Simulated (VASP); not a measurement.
# TiN (Fm-3m) in VASP: a series of runs

TiN is run at these levels: PBE; tasks: single point.

Program: VASP 6.6.1. These are calculated values, not measurements. Logs are shortened: lines on timing, memory, paths and dates and some standing lists are left out, and cuts for length are marked.

## 1. The cell of the first run

Symmetry: Fm-3m, No. 225, cubic system. Conventional cell: a = 4.244 Å, b = 4.244 Å, c = 4.244 Å, α = 90.00°, β = 90.00°, γ = 90.00°. Ti (site symmetry m-3m) has 6 N at 2.12 Å within 2.8 Å. N (site symmetry m-3m) has 6 Ti at 2.12 Å within 2.8 Å.

## 2. Single point, PBE

The input, INCAR:

```
SYSTEM = TiN
PREC = Accurate
ENCUT = 520
EDIFF = 1E-6
ISMEAR = -1
SIGMA = 0.05
LREAL = .FALSE.
LASPH = .TRUE.
NELM = 60
ALGO = Normal
ISIF = 2
LWAVE = .FALSE.
LCHARG = .FALSE.
GGA = PE
NBANDS = 16
```

The input, KPOINTS:

```
regular mesh
0
G
  9 9 9
  0 0 0
```

The input, POSCAR:

```
TiN
1.0
    0.0000000000      2.1220000000      2.1220000000
    2.1220000000      0.0000000000      2.1220000000
    2.1220000000      2.1220000000      0.0000000000
Ti N
1 1
Direct
    0.0000000000      0.0000000000      0.0000000000
    0.5000000000      0.5000000000      0.5000000000
```

Potentials or basis: VASP PAW PBE potentials, release 64 (Ti_sv, N).

Started as:

```sh
$ cat potpaw_PBE.64/Ti_sv/POTCAR potpaw_PBE.64/N/POTCAR > POTCAR
$ mpirun -np 1 vasp_std > vasp.out
```

OUTCAR:

```text
SYSTEM = TiN
   PREC = Accurate
   ENCUT = 520
   EDIFF = 1E-6
   ISMEAR = -1
   LREAL = .FALSE.
   LASPH = .TRUE.
   NELM = 60
   ISIF = 2
   GGA = PE

 ion  position               nearest neighbor table
   1  0.000  0.000  0.000-   2 2.12   2 2.12   2 2.12   2 2.12   2 2.12   2 2.12
   2  0.500  0.500  0.500-   1 2.12   1 2.12   1 2.12   1 2.12   1 2.12   1 2.12

  LATTYP: Found a face centered cubic cell.
 ALAT       =     4.2440000000

  Lattice vectors:

 A1 = (   0.0000000000,   2.1220000000,   2.1220000000)
 A2 = (   2.1220000000,   0.0000000000,   2.1220000000)
 A3 = (   2.1220000000,   2.1220000000,   0.0000000000)

Analysis of symmetry for initial positions (statically):
=====================================================================
 Subroutine PRICEL returns:
 Original cell was already a primitive cell.

 Routine SETGRP: Setting up the symmetry group for a
 face centered cubic supercell.

 Subroutine GETGRP returns: Found 48 space group operations
[... 9 lines left out ...]

 Routine SETGRP: Setting up the symmetry group for a
 face centered cubic supercell.

 Subroutine GETGRP returns: Found 48 space group operations
[... 11 lines left out ...]
                                     Primitive cell

  volume of cell :      19.1102

  direct lattice vectors                    reciprocal lattice vectors
     0.000000000  2.122000000  2.122000000    -0.235626767  0.235626767  0.235626767
     2.122000000  0.000000000  2.122000000     0.235626767 -0.235626767  0.235626767
     2.122000000  2.122000000  0.000000000     0.235626767  0.235626767 -0.235626767

  length of vectors
     3.000961179  3.000961179  3.000961179     0.408117532  0.408117532  0.408117532

  position of ions in fractional coordinates (direct lattice)
     0.000000000  0.000000000  0.000000000
     0.500000000  0.500000000  0.500000000

  ion indices of the primitive-cell ions
   primitive index   ion index
                 1           1
                 2           2

----------------------------------------------------------------------------------------

 KPOINTS: regular mesh

Automatic generation of k-mesh.
 Grid dimensions read from file:
 generate k-points for:    9    9    9

 Generating k-lattice:

  Cartesian coordinates                     Fractional coordinates (reciprocal lattice)
    -0.026180752  0.026180752  0.026180752     0.111111111  0.000000000  0.000000000
     0.026180752 -0.026180752  0.026180752     0.000000000  0.111111111  0.000000000
     0.026180752  0.026180752 -0.026180752     0.000000000  0.000000000  0.111111111

  Length of vectors
     0.045346392  0.045346392  0.045346392

  Shift w.r.t. Gamma in fractional coordinates (k-lattice)
     0.000000000  0.000000000  0.000000000

 Subroutine IBZKPT returns following result:
 ===========================================

 Found     35 irreducible k-points:

 Following reciprocal coordinates:
            Coordinates               Weight
  0.000000  0.000000  0.000000      1.000000
  0.111111  0.000000  0.000000      8.000000
  0.222222  0.000000  0.000000      8.000000
  0.333333  0.000000  0.000000      8.000000
  0.444444  0.000000  0.000000      8.000000
  0.111111  0.111111  0.000000      6.000000
[... 16 lines left out ...]
 -0.333333  0.333333  0.000000     12.000000
  0.444444  0.444444  0.000000      6.000000
 [... further k-points ...]
   k-points           NKPTS =     35   k-points in BZ     NKDIM =     35   number of bands    NBANDS=     16
   number of dos      NEDOS =    301   number of ions     NIONS =      2
   total plane-waves  NPLWV =  13824
   dimension x,y,z NGX =    24 NGY =   24 NGZ =   24
   dimension x,y,z NGXF=    48 NGYF=   48 NGZF=   48
   ions per type =               1   1
   NGX,Y,Z   is equivalent  to a cutoff of  13.30, 13.30, 13.30 a.u.
   NGXF,Y,Z  is equivalent  to a cutoff of  26.59, 26.59, 26.59 a.u.
 SYSTEM =  TiN
   PREC   = accura    normal or accurate (medium, high low for compatibility)
   ISTART =      0    job   : 0-new  1-cont  2-samecut
   ICHARG =      2    charge: 1-file 2-atom 10-const
   ISPIN  =      1    spin polarized calculation?
   LNONCOLLINEAR =      F non collinear calculations
   LSORBIT =      F    spin-orbit coupling
   LASPH  =      T    aspherical Exc in radial PAW
   ENCUT  =  520.0 eV  38.22 Ry    6.18 a.u.   5.58  5.58  5.58*2*pi/ulx,y,z
   NELM   =     60;   NELMIN=  2; NELMDL= -5     # of ELM steps
   EDIFF  = 0.1E-05   stopping-criterion for ELM
   LREAL  =      F    real-space projection
   EDIFFG = 0.1E-04   stopping-criterion for IOM
   NSW    =      0    number of steps for IOM
   IBRION =     -1    ionic relax: 0-MD 1-quasi-New 2-CG
   NFREE  =      0    steps in history (QN), initial steepest desc. (CG)
   ISIF   =      2    stress and relaxation
   ISYM   =      2    0-nonsym 1-usesym 2-fastsym
   POTIM  = 0.5000    time-step for ionic-motion
   TEBEG  =    0.0;   TEEND  =   0.0 temperature during run
   PSTRESS=    0.0 pullay stress
   NELECT =      17.0000    total number of electrons
   NUPDOWN=      -1.0000    fix difference up-down
   EMIN   =  10.00;   EMAX   =-10.00  energy-range for DOS
   EFERMI =   0.00;   METHOD = LEGACY
   ISMEAR =    -1;   SIGMA  =   0.05  broadening in eV -4-tet -1-fermi 0-gaus
   EFERMI_NEDOS =   21; number of points for ismear=-14 and -15
   IALGO  =     38    algorithm
   IMIX   =      4    mixing-type and parameters
     AMIX     =   0.40;   BMIX     =  1.00
     AMIX_MAG =   1.60;   BMIX_MAG =  1.00
  volume/ion in A,a.u.               =       9.56        64.48
  Fermi-wavevector in a.u.,A,eV,Ry     =   1.574475  2.975326 33.728454  2.478971
  Thomas-Fermi vector in A             =   2.675604
   LORBIT       =      0    0 simple, 1 ext, 2 COOP (PROOUT), +10 PAW based schemes
   GGA     = PE    functional components
   LHFCALC =     F    Hartree Fock is set to
   AEXX    =    0.0000 exact exchange contribution
   IVDW    =     0    specifies the selected vdW correction
   LEPSILON=     F    determine dielectric tensor
   LRPA    =     F    only Hartree local field effects (RPA)
 non-spin polarized calculation
  energy-cutoff  :      520.00
  volume of cell :       19.11
 maximum number of plane-waves:       534
   NGX = 11   NGY = 11   NGZ = 11

 number of electron      17.0000002 magnetization

 Free energy of the ion-electron system (eV)
  ---------------------------------------------------
  ext. energy  EPLUGINS =         0.00000000
  ---------------------------------------------------
  free energy    TOTEN  =       -19.64520150 eV

  energy without entropy =      -19.63877238  energy(sigma->0) =      -19.64198694

 E-fermi :  11.3628     XC(G=0): -13.0116

 val. band max:       11.3206958713   @ k =   0.1111   0.0000   0.0000
 cond. band min:      11.4335000190   @ k =   0.4444   0.2222   0.1111
 fundamental gap:      0.1128041477
 Fermi energy:        11.3628269421

 k-point     1 :       0.0000    0.0000    0.0000
  band No.  band energies     occupation
      1     -46.4547      2.00000
      2     -22.4349      2.00000
      3     -22.4349      2.00000
      4     -22.4349      2.00000
      5      -5.6638      2.00000
      6       9.3875      2.00000
[... 8 lines left out ...]
     15      24.5944      0.00000
     16      31.1451      0.00000

 k-point     2 :       0.1111    0.0000    0.0000
  band No.  band energies     occupation
      1     -46.4436      2.00000
      2     -22.5131      2.00000
      3     -22.4415      2.00000
      4     -22.4415      2.00000
      5      -5.4278      2.00000
      6       8.2406      2.00000
[... 8 lines left out ...]
     15      24.7116      0.00000
     16      30.7878      0.00000

 k-point     3 :       0.2222    0.0000    0.0000
  band No.  band energies     occupation
      1     -46.4153      2.00000
      2     -22.7067      2.00000
      3     -22.4580      2.00000
      4     -22.4580      2.00000
      5      -4.7910      2.00000
      6       6.3566      2.00000
[... 8 lines left out ...]
     15      24.4262      0.00000
     16      29.4198      0.00000

 k-point     4 :       0.3333    0.0000    0.0000
  band No.  band energies     occupation
      1     -46.3829      2.00000
      2     -22.9196      2.00000
      3     -22.4767      2.00000
      4     -22.4767      2.00000
      5      -3.9625      2.00000
      6       4.6205      2.00000
[... 8 lines left out ...]
     15      24.3396      0.00000
     16      27.4976      0.00000

 k-point     5 :       0.4444    0.0000    0.0000
  band No.  band energies     occupation
      1     -46.3616      2.00000
      2     -23.0549      2.00000
      3     -22.4888      2.00000
      4     -22.4888      2.00000
      5      -3.3143      2.00000
      6       3.5155      2.00000
[... 8 lines left out ...]
     15      25.0095      0.00000
     16      26.1497      0.00000

 k-point     6 :       0.1111    0.1111    0.0000
  band No.  band energies     occupation
      1     -46.4399      2.00000
      2     -22.5081      2.00000
      3     -22.4587      2.00000
      4     -22.4587      2.00000
      5      -5.3628      2.00000
      6       7.5477      2.00000
[... 8 lines left out ...]
     15      24.8416      0.00000
     16      30.2666      0.00000

 k-point     7 :       0.2222    0.1111    0.0000
  band No.  band energies     occupation
      1     -46.4173      2.00000
      2     -22.6501      2.00000
      3     -22.4835      2.00000
      4     -22.4710      2.00000
      5      -4.9000      2.00000
      6       6.3029      2.00000
[... 8 lines left out ...]
     15      24.7772      0.00000
     16      29.3101      0.00000

 k-point     8 :       0.3333    0.1111    0.0000
  band No.  band energies     occupation
      1     -46.3863      2.00000
      2     -22.8471      2.00000
      3     -22.5041      2.00000
      4     -22.4929      2.00000
      5      -4.1971      2.00000
      6       5.0392      2.00000
[... 8 lines left out ...]
     15      24.3018      0.00000
     16      27.6383      0.00000

 k-point     9 :       0.4444    0.1111    0.0000
  band No.  band energies     occupation
      1     -46.3614      2.00000
      2     -22.9996      2.00000
      3     -22.5214      2.00000
      4     -22.5110      2.00000
      5      -3.5393      2.00000
      6       3.9859      2.00000
[... 8 lines left out ...]
     15      24.6241      0.00000
     16      26.1271      0.00000
[... 172 lines left out ...]
 k-point    19 :      -0.2222    0.2222    0.0000
  band No.  band energies     occupation
      1     -46.3712      2.00000
      2     -22.8586      2.00000
      3     -22.6248      2.00000
      4     -22.4750      2.00000
      5      -3.9206      2.00000
      6       4.7504      2.00000
[... 8 lines left out ...]
     15      23.6148      0.00000
     16      26.0952      0.00000

 k-point    20 :       0.3333    0.3333    0.0000
  band No.  band energies     occupation
      1     -46.3597      2.00000
      2     -22.8507      2.00000
      3     -22.5875      2.00000
      4     -22.5875      2.00000
      5      -4.2818      2.00000
      6       5.0537      2.00000
[... 8 lines left out ...]
     15      25.3066      0.00000
     16      25.6192      0.00000

 k-point    21 :       0.4444    0.3333    0.0000
  band No.  band energies     occupation
      1     -46.3420      2.00000
      2     -22.9105      2.00000
      3     -22.6367      2.00000
      4     -22.6046      2.00000
      5      -4.1268      2.00000
      6       5.1993      2.00000
[... 8 lines left out ...]
     15      24.1102      0.00000
     16      25.2367      0.00000

 k-point    22 :      -0.4444    0.3333    0.0000
  band No.  band energies     occupation
      1     -46.3324      2.00000
      2     -22.9046      2.00000
      3     -22.7302      2.00000
      4     -22.5914      2.00000
      5      -3.8866      2.00000
      6       5.3925      2.00000
[... 8 lines left out ...]
     15      23.7166      0.00000
     16      24.3272      0.00000

 k-point    23 :      -0.3333    0.3333    0.0000
  band No.  band energies     occupation
      1     -46.3354      2.00000
      2     -22.8489      2.00000
      3     -22.8101      2.00000
      4     -22.5539      2.00000
      5      -3.6544      2.00000
      6       4.9203      2.00000
[... 8 lines left out ...]
     15      22.9416      0.00000
     16      24.6535      0.00000

 k-point    24 :       0.4444    0.4444    0.0000
  band No.  band energies     occupation
      1     -46.3318      2.00000
      2     -22.9510      2.00000
      3     -22.6322      2.00000
      4     -22.6322      2.00000
      5      -4.2431      2.00000
      6       5.4823      2.00000
[... 8 lines left out ...]
     15      23.4563      0.00000
     16      25.7843      0.00000

 [... further k-points ...]
[... 5 lines left out ...]
  --------------------------------------------------------------------------------------
  -------------------------------------------------------------------------------------
  Total        0.1167614      0.1167614      0.1167614      0.0000000     -0.0000000      0.0000000
  in kB        9.7891232      9.7891232      9.7891232      0.0000000     -0.0000000      0.0000000
  external PRESSURE =       9.7891232 kB  Pullay stress =       0.0000000 kB

 VOLUME and BASIS-vectors are now :
 -----------------------------------------------------------------------------
  energy-cutoff  :      520.00
  volume of cell :       19.11
      direct lattice vectors                 reciprocal lattice vectors
     0.000000000  2.122000000  2.122000000    -0.235626767  0.235626767  0.235626767
     2.122000000  0.000000000  2.122000000     0.235626767 -0.235626767  0.235626767
     2.122000000  2.122000000  0.000000000     0.235626767  0.235626767 -0.235626767

 POSITION                                       TOTAL-FORCE (eV/Angst)
 -----------------------------------------------------------------------------------
      0.00000      0.00000      0.00000         0.000000      0.000000      0.000000
      2.12200      2.12200      2.12200        -0.000000     -0.000000      0.000000
 -----------------------------------------------------------------------------------
    total drift:                                0.000000     -0.000000     -0.000000

  FREE ENERGIE OF THE ION-ELECTRON SYSTEM (eV)
  ---------------------------------------------------
  free  energy   TOTEN  =       -19.6452015025 eV

  energy  without entropy=      -19.6387723805  energy(sigma->0) =      -19.64198694
```

It took 6.7 s on 1 thread of Intel Xeon Platinum 8488C (Sapphire Rapids), shared host; peak memory 0.13 GiB.

What came out:

* Free energy: -19.6452 eV
* Pressure: 1.0 GPa

Levels at points of the mesh, in eV from the Fermi level:
```tsv
k point	band 5	band 6	band 7	band 8	band 9	band 10	band 11	band 12	band 13	band 14
(0.00, 0.00, 0.00)	-17.03	-1.98	-1.98	-1.98	-0.55	-0.55	-0.55	0.63	0.63	5.45
```

## 3. Single point, PBE

The input, INCAR:

```
  ALGO = Normal
  EDIFF = 1E-7
  ENCUT = 520
  GGA = PE
  ISIF = 2
  ISMEAR = -1
  LASPH = T
  LCHARG = F
  LREAL = F
  LWAVE = F
  NBANDS = 16
  NELM = 60
  PREC = Accurate
  SIGMA = 0.05
```

The input, KPOINTS:

```
k-points
0
Gamma
  9 9 9
```

POSCAR is that of step 2.

Potentials or basis: VASP PAW PBE potentials, release 64 (Ti_sv, N).

Started as:

```sh
$ cat potpaw_PBE.64/Ti_sv/POTCAR potpaw_PBE.64/N/POTCAR > POTCAR
$ mpirun -np 1 vasp_std > vasp.out
```

Wall time 7.2 s (1 thread of Intel Xeon Platinum 8488C (Sapphire Rapids), shared host); peak memory 0.13 GiB.

It converged, with:

| Item | Value |
| --- | --- |
| Free energy | -19.6452 eV |
| Pressure | 1.0 GPa |

Levels at points of the mesh, in eV from the Fermi level:
```csv
k point,band 6,band 7,band 8,band 9,band 10,band 11,band 12,band 13
"(0.00, 0.00, 0.00)",-1.98,-1.98,-1.98,-0.55,-0.55,-0.55,0.63,0.63
```
